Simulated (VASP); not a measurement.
Input of a VASP 6.6.1 run:

INCAR

```
SYSTEM = Al
ALGO = Normal
EDIFF = 1E-6
EDIFFG = -0.003
ENCUT = 600
GGA = PE
IBRION = 2
ISIF = 3
ISMEAR = 0
LASPH = .True.
LCHARG = .False.
LREAL = .False.
LWAVE = .False.
NELM = 60
NSW = 80
PREC = Accurate
SIGMA = 0.1
```

File KPOINTS:

```
k-points
0
Gamma
  24 24 24
  0 0 0
```

File POSCAR:

```
Al
1.0
    0.0000000000      2.0250000000      2.0250000000
    2.0250000000      0.0000000000      2.0250000000
    2.0250000000      2.0250000000      0.0000000000
Al
1
Direct
    0.0000000000      0.0000000000      0.0000000000
```

Potentials or basis: VASP PAW PBE potentials, release 64 (Al).

Launch:

```bash
$ cat potpaw_PBE.64/Al/POTCAR > POTCAR
$ mpirun -np 1 vasp_std > vasp.out
```

**Question.** What does it give for the space group after relaxing (to 0.05 Å)?

**Answer.** Fm-3m (No. 225).

**Question.** Predict the relaxed volume.

**Answer.** 16.47 Å³/atom.

**Question.** What does it give for the relaxed cell?

**Answer.** a = 2.856 Å, b = 2.856 Å, c = 2.856 Å, α = 60.00°, β = 60.00°, γ = 60.00°.

Final structure:
```xyz
1
Lattice="0.0000 2.0196 2.0196 2.0196 0.0000 2.0196 2.0196 2.0196 0.0000" Properties=species:S:1:pos:R:3 pbc="T T T"
Al    0.0000    0.0000    0.0000
```
